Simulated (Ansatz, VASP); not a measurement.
# Na in VASP and in Ansatz

```
CELL_PARAMETERS angstrom
3.19665 -1.85655 0.00000
3.19665 1.85655 0.00000
-2.17445 0.00000 9.36485
ATOMIC_POSITIONS crystal
Na 0.27400 0.34900 0.47900
Na 0.49641 0.57142 0.14568
Na 0.05158 0.12658 0.81232
```

Alike in both runs: task single point; functional PBE; k mesh 4 × 4 × 2; occupations gaussian, width 0.1 eV; no spin polarisation.

|  | VASP | Ansatz |
| --- | --- | --- |
| version | VASP 6.6.1 | Ansatz 0.2.0 |
| potentials or method | VASP PAW PBE potentials, release 64 (Na_pv), cutoff 500 eV | scalar-relativistic, plane waves, PAW |
| valence electrons in the cell | 21 | 27 |

```csv
,VASP,Ansatz,Ansatz less VASP
gap on the k mesh at the Fermi level (eV),none,none,-
pressure (GPa),0.1,0.1,+0.02
"traceless stress, the component that is largest in VASP (GPa)",0.64,0.64,0.000
```

A gap of «none» marks a metal or a gap that the smearing closes. VASP's potentials hold 21 valence electrons a cell and Ansatz's 27, so a difference there can come from the potentials and not from the codes.

The k mesh is coarse, so the values compare programs but aren't converged.
